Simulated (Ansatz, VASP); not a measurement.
One calculation of CaO, two programs

```
CELL_PARAMETERS angstrom
2.93442 0.00000 0.00000
0.00000 2.93442 0.00000
0.00000 0.00000 2.93442
ATOMIC_POSITIONS crystal
Ca 0.50000 0.50000 0.50000
O 0.00000 0.00000 0.00000
```

Change from the starting cell: species swapped into the ZrIr type (P4/mmm, No. 123).

Alike in both runs: functional PBE; k mesh 6 × 6 × 6; occupations gaussian, width 0.1 eV; no spin polarisation.

Ansatz relaxed the structure, and its values are those at the end. VASP's run is a single point on that final structure, the one shown.

|  | VASP | Ansatz |
| --- | --- | --- |
| version | VASP 6.6.1 | Ansatz 0.2.0 |
| potentials or method | VASP PAW PBE potentials, release 64 (Ca_sv, O), cutoff 520 eV | scalar-relativistic, plane waves, PAW |
| valence electrons in the cell | 16 | 16 |

```tsv
	VASP	Ansatz	Ansatz less VASP
gap on the k mesh at the Fermi level (eV)	2.77	2.78	+0.013
least direct gap on the mesh (eV)	3.07	3.09	+0.013
pressure (GPa)	0.6	0.0	-0.58
```
